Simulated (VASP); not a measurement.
# TiCo (Pm-3m) in VASP: notebook, part 2 of 2

VASP 6.6.1. The steps go on from the part before.

**3. Relaxation of cell and atoms, PBEsol+D3(BJ), collinear spin, ferromagnetic start**

INCAR reads:

```
SYSTEM = TiCo
ALGO     = Normal         ! electronic algorithm
EDIFF    = 1E-7           ! SCF threshold, eV
EDIFFG   = -0.01          ! ionic threshold
ENCUT    = 600            ! plane-wave cutoff, eV
GGA      = PS             ! functional
IBRION   = 2              ! ionic algorithm
ISIF     = 3              ! what is computed and relaxed
ISMEAR   = -1             ! smearing method
ISPIN    = 2              ! spin polarisation
IVDW     = 12             ! dispersion correction
LASPH    = .True.         ! aspherical terms in the spheres
LCHARG   = .False.        ! write CHGCAR
LMAXMIX  = 4              ! l up to which the mixer works
LORBIT   = 11             ! projections on sites
LREAL    = .False.        ! projectors in reciprocal space
LWAVE    = .False.        ! write WAVECAR
MAGMOM   = 2 1            ! initial moments
NELM     = 150            ! most SCF steps
NSW      = 60             ! ionic steps
PREC     = Accurate       ! precision mode
SIGMA    = 0.05           ! smearing width, eV
```

KPOINTS reads:

```
k-points
0
Gamma
  9 9 9
  0 0 0
```

POSCAR reads:

```
TiCo
1.0
    2.9861109900      0.0000000000      0.0000000000
    0.0000000000      2.9861109900      0.0000000000
    0.0000000000      0.0000000000      2.9861109900
Co Ti
1 1
Direct
    0.5000000000      0.5000000000      0.5000000000
    0.0000000000      0.0000000000      0.0000000000
```

Potentials or basis: VASP PAW PBE potentials, release 64 (Co, Ti_sv).

On the command line:

```bash
> cat potpaw_PBE.64/Co/POTCAR potpaw_PBE.64/Ti_sv/POTCAR > POTCAR
> mpirun -np 1 vasp_std > vasp.out
```

OUTCAR:

```text
SYSTEM = TiCo
   EDIFF = 1E-7
   EDIFFG = -0.01
   ENCUT = 600
   GGA = PS
   IBRION = 2
   ISIF = 3
   ISMEAR = -1
   ISPIN = 2
   IVDW = 12
   LASPH = .True.
   LORBIT = 11
   LREAL = .False.
   NELM = 150
   NSW = 60
   PREC = Accurate
 IVDW          = 12

 ion  position               nearest neighbor table
   1  0.500  0.500  0.500-   2 2.59   2 2.59   2 2.59   2 2.59   2 2.59   2 2.59   2 2.59   2 2.59

   2  0.000  0.000  0.000-   1 2.59   1 2.59   1 2.59   1 2.59   1 2.59   1 2.59   1 2.59   1 2.59

  LATTYP: Found a simple cubic cell.
 ALAT       =     2.9861109900

  Lattice vectors:

 A1 = (   2.9861109900,   0.0000000000,   0.0000000000)
 A2 = (   0.0000000000,   2.9861109900,   0.0000000000)
 A3 = (   0.0000000000,   0.0000000000,   2.9861109900)

Analysis of symmetry for initial positions (statically):
=====================================================================
 Subroutine PRICEL returns:
 Original cell was already a primitive cell.

 Routine SETGRP: Setting up the symmetry group for a
 simple cubic supercell.

 Subroutine GETGRP returns: Found 48 space group operations
 (whereof 48 operations were pure point group operations)
 out of a pool of 48 trial point group operations.

The static configuration has the point symmetry O_h .

Analysis of symmetry for dynamics (positions and initial velocities):
=====================================================================
 Subroutine PRICEL returns:
 Original cell was already a primitive cell.

 Routine SETGRP: Setting up the symmetry group for a
 simple cubic supercell.

 Subroutine GETGRP returns: Found 48 space group operations
 (whereof 48 operations were pure point group operations)
 out of a pool of 48 trial point group operations.

The dynamic configuration has the point symmetry O_h .

Analysis of structural, dynamic, and magnetic symmetry:
=====================================================================
 Subroutine PRICEL returns:
 Original cell was already a primitive cell.

 Routine SETGRP: Setting up the symmetry group for a
 simple cubic supercell.

 Subroutine GETGRP returns: Found 48 space group operations
[... 123 lines left out ...]
     AMIX_MAG =   1.60;   BMIX_MAG =  1.00
  volume/ion in A,a.u.               =      13.31        89.84
  Fermi-wavevector in a.u.,A,eV,Ry     =   1.512546  2.858298 31.127355  2.287796
  Thomas-Fermi vector in A             =   2.622456
   LORBIT       =     11    0 simple, 1 ext, 2 COOP (PROOUT), +10 PAW based schemes
   GGA     = PS    functional components
   LHFCALC =     F    Hartree Fock is set to
   AEXX    =    0.0000 exact exchange contribution
   IVDW    =    12    specifies the selected vdW correction
   LEPSILON=     F    determine dielectric tensor
   LRPA    =     F    only Hartree local field effects (RPA)
 conjugate gradient relaxation of ions
 spin polarized calculation
  energy-cutoff  :      600.00
  volume of cell :       26.63
 maximum number of plane-waves:       905
 NGX is ok and might be reduce to    24
   NGX = 11   NGY = 11   NGZ = 11

--------------------------------------- Ionic step        1  -------------------------------------------

 number of electron      20.9999983 magnetization       0.6702865

 Free energy of the ion-electron system (eV)
  ---------------------------------------------------
  ext. energy  EPLUGINS =         0.00000000
  ---------------------------------------------------
  free energy    TOTEN  =       -16.87894258 eV

  energy without entropy =      -16.86030076  energy(sigma->0) =      -16.86962167

 E-fermi :   9.7929     XC(G=0): -12.7324

 val. band max:        9.7649153768   @ k =   0.4444   0.3333   0.2222
 cond. band min:       9.8159085592   @ k =   0.4444   0.4444   0.2222
 fundamental gap:      0.0509931824
 Fermi energy:         9.7928672284

 spin component 1

 k-point     1 :       0.0000    0.0000    0.0000
  band No.  band energies     occupation
      1     -47.1518      1.00000
      2     -23.3437      1.00000
      3     -23.3437      1.00000
      4     -23.3437      1.00000
      5       2.0692      1.00000
      6       5.7069      1.00000
[... 1026 lines left out ...]
--------------------------------------- Ionic step        4  -------------------------------------------

 number of electron      21.0000013 magnetization       0.5172642

 Free energy of the ion-electron system (eV)
  ---------------------------------------------------
  ext. energy  EPLUGINS =         0.00000000
  ---------------------------------------------------
  free energy    TOTEN  =       -16.89648592 eV

  energy without entropy =      -16.88082946  energy(sigma->0) =      -16.88865769

 E-fermi :  10.9865     XC(G=0): -13.2198

 val. band max:       10.9841860717   @ k =   0.4444   0.4444   0.3333
 cond. band min:      11.0269596417   @ k =   0.3333   0.1111   0.1111
 fundamental gap:      0.0427735701
 Fermi energy:        10.9864758812

 spin component 1

 k-point     1 :       0.0000    0.0000    0.0000
  band No.  band energies     occupation
      1     -45.8334      1.00000
      2     -21.9942      1.00000
      3     -21.9942      1.00000
      4     -21.9942      1.00000
      5       2.8987      1.00000
      6       6.4942      1.00000
[... 940 lines left out ...]
  FREE ENERGIE OF THE ION-ELECTRON SYSTEM (eV)
  ---------------------------------------------------
  free  energy   TOTEN  =       -18.0288014525 eV

  energy  without entropy=      -18.0131449940  energy(sigma->0) =      -18.02097322

 reached required accuracy - stopping structural energy minimisation

 total charge

# of ion       s       p       d       tot
------------------------------------------
    1        0.560   0.506   7.387   8.453
    2        2.270   6.213   1.943  10.426
--------------------------------------------------
tot          2.830   6.719   9.330  18.879

 magnetization (x)

# of ion       s       p       d       tot
------------------------------------------
    1        0.022  -0.003   0.526   0.545
    2       -0.001  -0.007  -0.002  -0.010
--------------------------------------------------
tot          0.021  -0.010   0.524   0.535
```

OSZICAR:

```text
N       E                     dE             d eps       ncg     rms          rms(c)
DAV:   1     0.156392404473E+03    0.15639E+03   -0.11727E+04  2248   0.188E+03
DAV:   2    -0.103978184184E+02   -0.16679E+03   -0.16314E+03  2368   0.385E+02
DAV:   3    -0.188870230649E+02   -0.84892E+01   -0.84230E+01  3232   0.947E+01
[... 54 lines left out ...]
DAV:   5    -0.168964755047E+02   -0.34986E-05   -0.36124E-05  3320   0.340E-02    0.246E-02
DAV:   6    -0.168964797057E+02   -0.42010E-05   -0.56647E-06  3608   0.132E-02    0.195E-02
DAV:   7    -0.168964856275E+02   -0.59217E-05   -0.17539E-05  3344   0.314E-02    0.308E-03
DAV:   8    -0.168964858252E+02   -0.19778E-06   -0.26871E-06  2528   0.101E-02    0.192E-03
DAV:   9    -0.168964859167E+02   -0.91437E-07   -0.20670E-07  1936   0.434E-03
   4 F= -.18028801E+02 E0= -.18020973E+02  d E =-.114686E+00  mag=     0.5173
```

Wall time 88 s (1 thread of Intel Xeon 6975P-C, shared host); peak memory 0.18 GiB.

Results:

```
Free energy                                           : -18.0288 eV
Relaxed volume                                        : 12.18 Å³/atom
Relaxed cell                                          : a = 2.899 Å, b = 2.899 Å, c = 2.899 Å, α = 90.00°, β = 90.00°, γ = 90.00°
Space group after relaxing (to 0.05 Å)                : Pm-3m (No. 221)
Energy gained by relaxing                             : 57.3 meV/atom
Ionic steps                                           : 4
Pressure after relaxing                               : 0.0 GPa
Net moment                                            : 0.52 μB per cell
Site moments                                          : Co +0.55; Ti -0.01 μB
Valence electrons inside the program's atomic spheres : Co 8.45; Ti 10.43
Dispersion energy per atom                            : -0.566 eV
```

Step by step:
| step | energy change (eV) | largest force (eV/Å) | pressure (GPa) | volume (Å³) |
| --- | --- | --- | --- | --- |
| 1 | 0.0000 | 0.0000 | -14.93 | 26.63 |
| 2 | 0.0402 | 0.0000 | 24.20 | 22.13 |
| 3 | -0.1146 | 0.0000 | -0.29 | 24.40 |
| 4 | -0.1147 | 0.0000 | 0.02 | 24.36 |

Final structure:
```
CELL_PARAMETERS angstrom
2.89877 0.00000 0.00000
0.00000 2.89877 0.00000
0.00000 0.00000 2.89877
ATOMIC_POSITIONS crystal
Co 0.50000 0.50000 0.50000
Ti 0.00000 0.00000 0.00000
```

Levels at points of the mesh, in eV from the Fermi level:
Spin up:
```
           k point  band 7  band 8  band 9  band 10  band 11  band 12  band 13  band 14
(0.00, 0.00, 0.00)   -4.49   -1.87   -1.87    -1.87     0.65     0.65     3.00     3.00
```
Spin down:
| k point | band 6 | band 7 | band 8 | band 9 | band 10 | band 11 | band 12 | band 13 | band 14 | band 15 |
| --- | --- | --- | --- | --- | --- | --- | --- | --- | --- | --- |
| (0.00, 0.00, 0.00) | -4.14 | -4.14 | -1.53 | -1.53 | -1.53 | 0.97 | 0.97 | 3.07 | 3.07 | 3.07 |

Caveat: the PAW data sets were made with another functional, which shifts forces and pressure a little; pairwise dispersion overbinds metals, which lowers pressure and volume.

**4. Single point, PBE, collinear spin, ferromagnetic start**

INCAR reads:

```
SYSTEM = TiCo
ALGO = Fast
EDIFF = 1E-6
ENCUT = 520
GGA = PE
ISIF = 2
ISMEAR = 0
ISPIN = 2
LASPH = .True.
LCHARG = .False.
LMAXMIX = 4
LORBIT = 11
LREAL = .False.
LWAVE = .False.
MAGMOM = 2 1
NBANDS = 22
NELM = 150
PREC = Accurate
SIGMA = 0.011
```

KPOINTS is that of step 3.

POSCAR is that of step 3.

On the command line:

```bash
> cat potpaw_PBE.64/Co/POTCAR potpaw_PBE.64/Ti_sv/POTCAR > POTCAR
> mpirun -np 1 vasp_std > vasp.out
```

It took 28 s on 1 thread of Intel Xeon Platinum 8488C (Sapphire Rapids), shared host; peak memory 0.17 GiB.

It converged, with:

```yaml
Free_energy: -15.6748 eV
Pressure: -0.8 GPa
Net_moment: 0.84 μB per cell
Site_moments: Co +0.92; Ti -0.03 μB
Valence_electrons_inside_the_program's_atomic_spheres: Co 8.29; Ti 10.29
```

Levels at points of the mesh, in eV from the Fermi level:
Spin up:
| k point | band 8 | band 9 | band 10 | band 11 | band 12 | band 13 | band 14 | band 15 |
| --- | --- | --- | --- | --- | --- | --- | --- | --- |
| (0.00, 0.00, 0.00) | -1.90 | -1.90 | -1.90 | 0.46 | 0.46 | 2.64 | 2.64 | 2.64 |
Spin down:
```csv
k point,band 6,band 7,band 8,band 9,band 10,band 11,band 12,band 13,band 14,band 15
"(0.00, 0.00, 0.00)",-3.55,-3.55,-1.36,-1.36,-1.36,0.99,0.99,2.74,2.74,2.74
```

**5. Single point, PBE, collinear spin, ferromagnetic start**

This run uses another cell than the first one, of 13.27 Å³/atom, 0.997 times its volume.

INCAR reads:

```
ALGO     = Normal         # electronic algorithm
EDIFF    = 1E-6           # SCF threshold, eV
ENCUT    = 520            # plane-wave cutoff, eV
GGA      = PE             # functional
ISIF     = 2              # what is computed and relaxed
ISMEAR   = -1             # smearing method
ISPIN    = 2              # spin polarisation
LASPH    = T              # aspherical terms in the spheres
LCHARG   = F              # write CHGCAR
LMAXMIX  = 4              # l up to which the mixer works
LORBIT   = 11             # projections on sites
LREAL    = F              # projectors in reciprocal space
LWAVE    = F              # write WAVECAR
MAGMOM   = 2 1            # initial moments
NBANDS   = 22             # bands
NELM     = 150            # most SCF steps
PREC     = Accurate       # precision mode
SIGMA    = 0.05           # smearing width, eV
```

KPOINTS reads:

```
k-points
0
Gamma
  9 9 9
```

POSCAR reads:

```
TiCo
1.0
    2.9829957171      0.0000000000      0.0000000000
    0.0000000000      2.9829957171      0.0000000000
    0.0000000000      0.0000000000      2.9829957171
Co Ti
1 1
Direct
    0.5000000000      0.5000000000      0.5000000000
    0.0000000000      0.0000000000      0.0000000000
```

Potentials or basis: VASP PAW PBE potentials, release 64 (Co, Ti_sv).

On the command line:

```bash
> cat potpaw_PBE.64/Co/POTCAR potpaw_PBE.64/Ti_sv/POTCAR > POTCAR
> mpirun -np 1 vasp_std > vasp.out
```

OUTCAR:

```text
EDIFF = 1E-6
   ENCUT = 520
   GGA = PE
   ISIF = 2
   ISMEAR = -1
   ISPIN = 2
   LASPH = T
   LORBIT = 11
   LREAL = F
   NELM = 150
   PREC = Accurate

 ion  position               nearest neighbor table
   1  0.500  0.500  0.500-   2 2.58   2 2.58   2 2.58   2 2.58   2 2.58   2 2.58   2 2.58   2 2.58

   2  0.000  0.000  0.000-   1 2.58   1 2.58   1 2.58   1 2.58   1 2.58   1 2.58   1 2.58   1 2.58

  LATTYP: Found a simple cubic cell.
 ALAT       =     2.9829957171

  Lattice vectors:

 A1 = (   2.9829957171,   0.0000000000,   0.0000000000)
 A2 = (   0.0000000000,   2.9829957171,   0.0000000000)
[... 1414 lines left out ...]

 VOLUME and BASIS-vectors are now :
 -----------------------------------------------------------------------------
  energy-cutoff  :      520.00
  volume of cell :       26.54
      direct lattice vectors                 reciprocal lattice vectors
     2.982995717  0.000000000  0.000000000     0.335233468  0.000000000  0.000000000
     0.000000000  2.982995717  0.000000000     0.000000000  0.335233468  0.000000000
     0.000000000  0.000000000  2.982995717     0.000000000  0.000000000  0.335233468

 POSITION                                       TOTAL-FORCE (eV/Angst)
 -----------------------------------------------------------------------------------
      1.49150      1.49150      1.49150         0.000000      0.000000      0.000000
      0.00000      0.00000      0.00000         0.000000      0.000000      0.000000
 -----------------------------------------------------------------------------------
    total drift:                                0.000000      0.000000     -0.000000

  FREE ENERGIE OF THE ION-ELECTRON SYSTEM (eV)
  ---------------------------------------------------
  free  energy   TOTEN  =       -15.6836837760 eV

  energy  without entropy=      -15.6661049166  energy(sigma->0) =      -15.67489435

 total charge

# of ion       s       p       d       tot
------------------------------------------
    1        0.525   0.459   7.310   8.294
    2        2.247   6.180   1.863  10.290
--------------------------------------------------
tot          2.773   6.639   9.172  18.584

 magnetization (x)

# of ion       s       p       d       tot
------------------------------------------
    1        0.025  -0.007   0.850   0.868
    2       -0.003  -0.013  -0.013  -0.029
--------------------------------------------------
tot          0.023  -0.020   0.837   0.839
```

It took 25 s on 1 thread of Intel Xeon Platinum 8488C (Sapphire Rapids), shared host; peak memory 0.17 GiB.

Results:

| Quantity | Value |
| --- | --- |
| Free energy | -15.6837 eV |
| Pressure | -0.6 GPa |
| Net moment | 0.79 μB per cell |
| Site moments | Co +0.87; Ti -0.03 μB |
| Valence electrons inside the program's atomic spheres | Co 8.29; Ti 10.29 |

Levels at points of the mesh, in eV from the Fermi level:
Spin up:
```tsv
k point	band 9	band 10	band 11	band 12	band 13	band 14
(0.00, 0.00, 0.00)	-1.87	-1.87	0.48	0.48	2.66	2.66
```
Spin down:
| k point | band 7 | band 8 | band 9 | band 10 | band 11 | band 12 | band 13 | band 14 |
| --- | --- | --- | --- | --- | --- | --- | --- | --- |
| (0.00, 0.00, 0.00) | -3.57 | -1.36 | -1.36 | -1.36 | 0.99 | 0.99 | 2.75 | 2.75 |

**6. Single point, LDA, collinear spin, ferromagnetic start**

INCAR reads:

```
  PREC = Accurate
  ENCUT = 520
  EDIFF = 1E-6
  ISMEAR = -1
  SIGMA = 0.05
  LREAL = F
  LASPH = T
  NELM = 150
  ALGO = Normal
  ISIF = 2
  LWAVE = F
  LCHARG = T
  ISPIN = 2
  MAGMOM = 2 1
  LORBIT = 11
  LMAXMIX = 4
  LELF = T
  LVHAR = T
  NBANDS = 22
```

KPOINTS reads:

```
regular mesh
0
Gamma
  9 9 9
```

POSCAR reads:

```
TiCo
1.0
    2.9861109900      0.0000000000      0.0000000000
    0.0000000000      2.9861109900      0.0000000000
    0.0000000000      0.0000000000      2.9861109900
Co Ti
1 1
Direct
    0.5000000000      0.5000000000      0.5000000000
    0.0000000000      0.0000000000      0.0000000000
```

Potentials or basis: VASP PAW LDA potentials, release 64 (Co, Ti_sv).

On the command line:

```bash
> cat potpaw_LDA.64/Co/POTCAR potpaw_LDA.64/Ti_sv/POTCAR > POTCAR
> mpirun -np 1 vasp_std > vasp.out
```

It took 19 s on 1 thread of Intel Xeon Platinum 8488C (Sapphire Rapids), shared host; peak memory 0.15 GiB.

The run converged. Its results:

```yaml
Free_energy: -17.4959 eV
Pressure: -15.2 GPa
Net_moment: 0.44 μB per cell
Site_moments: Co +0.46; Ti -0.01 μB
Valence_electrons_inside_the_program's_atomic_spheres: Co 8.32; Ti 10.30
```

Levels at points of the mesh, in eV from the Fermi level:
Spin up:
```csv
k point,band 8,band 9,band 10,band 11,band 12,band 13
"(0.00, 0.00, 0.00)",-1.61,-1.61,-1.61,0.63,0.63,2.69
```
Spin down:
| k point | band 7 | band 8 | band 9 | band 10 | band 11 | band 12 | band 13 | band 14 |
| --- | --- | --- | --- | --- | --- | --- | --- | --- |
| (0.00, 0.00, 0.00) | -3.63 | -1.32 | -1.32 | -1.32 | 0.86 | 0.86 | 2.74 | 2.74 |

**7. The runs side by side**

```csv
task,level,potentials or basis,cell,cutoff (eV),smearing,gap on the mesh (eV),pressure (GPa),moment (μB),relaxed volume (Å³/atom)
relaxation of cell and atoms,PBE+D4,"VASP PAW PBE potentials, release 64 (Co, Ti_sv)","relaxed from a = 2.986 Å, 2 atoms",600,fermi-dirac 0.05 eV,none,0.1,0.73,12.92
relaxation of cell and atoms,PBEsol+D3(BJ),"VASP PAW PBE potentials, release 64 (Co, Ti_sv)","relaxed from a = 2.986 Å, 2 atoms",600,fermi-dirac 0.05 eV,none,0.0,0.52,12.18
single point,PBE,"VASP PAW PBE potentials, release 64 (Co, Ti_sv)","a = 2.986 Å, 2 atoms",520,gaussian 0.011 eV,none,-0.8,0.84,-
single point,PBE,"VASP PAW PBE potentials, release 64 (Co, Ti_sv)","a = 2.983 Å, 2 atoms",520,fermi-dirac 0.05 eV,none,-0.6,0.79,-
single point,LDA,"VASP PAW LDA potentials, release 64 (Co, Ti_sv)","a = 2.986 Å, 2 atoms",520,fermi-dirac 0.05 eV,none,-15.2,0.44,-
```

Alike in all rows: spin collinear, ferromagnetic start; k mesh 9 × 9 × 9.

Caveats: pairwise dispersion overbinds metals, which lowers pressure and volume (some runs); the PAW data sets were made with another functional, which shifts forces and pressure a little (some runs).

Total energies depend on the potentials used, so only differences within one code and one set of settings carry meaning.
